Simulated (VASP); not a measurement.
Here is a VASP 6.6.1 calculation.

INCAR

```
SYSTEM = Zn3Ag
PREC = Accurate ; ENCUT = 520
EDIFF = 1E-6 ; ISMEAR = 1
SIGMA = 0.15 ; LREAL = .False.
LASPH = .True. ; NELM = 80
ALGO = Normal ; ISIF = 2
LWAVE = .False. ; LCHARG = .False.
GGA = PS ; NBANDS = 32
```

File KPOINTS:

```
Automatic mesh
0
Gamma
  3 3 1
  0 0 0
```

File POSCAR:

```
Zn3Ag
1.0
    2.8470090800      0.0000000000      0.0000000000
   -1.4235045400      2.4655821900      0.0000000000
    0.0000000000      0.0000000000      8.5584124300
Zn Ag
3 1
Direct
    0.6666666667      0.3333333333      0.5000000000
    0.3333333333      0.6666666667      0.2567962400
    0.3333333333      0.6666666667      0.7432037600
    0.6666666667      0.3333333333      0.0000000000
```

Potentials or basis: VASP PAW PBE potentials, release 64 (Zn, Ag).

Launch:

```console
$ cat potpaw_PBE.64/Zn/POTCAR potpaw_PBE.64/Ag/POTCAR > POTCAR
$ mpirun -np 1 vasp_std > vasp.out
```

Question: Estimate the largest force.

Answer: 0.185 eV/Å.

Question: Estimate the pressure.

Answer: 0.0 GPa.

Forces on the atoms (eV/Å):
```
Zn   0.000  0.000  0.000
Zn   0.000  0.000  0.185
Zn   0.000  0.000 -0.185
Ag   0.000  0.000  0.000
```

Caveat: the k points lie up to 0.85 Å⁻¹ apart; the PAW data sets were made with another functional, which shifts forces and pressure a little.
